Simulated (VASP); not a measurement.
Write the native input for VASP 6.6.1 that does the following.

| Quantity | Value |
| --- | --- |
| Task | single point |
| Functional | PBEsol |
| Potentials or basis | VASP PAW PBE potentials, release 64 (Pt) |
| Cutoff | 520 eV |
| k mesh | 6 × 6 × 6 |
| Occupations | fermi-dirac, width 0.1 eV |
| Spin | no spin polarisation |
| Dipole correction | no |
| Further INCAR settings | ALGO = Normal; EDIFF = 1e-07; NBANDS = 11 |

The structure of Pt lies in POSCAR:

```
Pt
1.0
    4.0464110000      0.0000000000      0.0000000000
    0.0000000000      4.0464110000      0.0000000000
    0.0000000000      0.0000000000      4.0464110000
Pt
1
Direct
    0.0000000000      0.0000000000      0.0000000000
```

These files were run (other wordings do the same):

INCAR

```
PREC = Accurate ; ENCUT = 520
EDIFF = 1E-7 ; ISMEAR = -1
SIGMA = 0.1 ; LREAL = False
LASPH = True ; NELM = 60
ALGO = Normal ; ISIF = 2
LWAVE = False ; LCHARG = True
GGA = PS ; LELF = True
LVHAR = True ; NBANDS = 11
```

KPOINTS

```
regular mesh
0
Gamma
  6 6 6
```

Potentials or basis: VASP PAW PBE potentials, release 64 (Pt).

Launch:

```console
$ cat potpaw_PBE.64/Pt/POTCAR > POTCAR
$ mpirun -np 1 vasp_std > vasp.out
```

Results of the run:

```json
{
 "Pressure": "-5.5 GPa",
 "Band gap on the k mesh": "zero (band 5 reaches -2.34 eV, above the bottom of band 6 at -2.58 eV)"
}
```

Caveat: the PAW data sets were made with another functional, which shifts forces and pressure a little; spin-orbit coupling is left out, which moves the levels of the heavy elements.

Run time: 21 s on 1 thread of Intel Xeon 8259CL, on a shared host, peak memory 0.17 GiB.
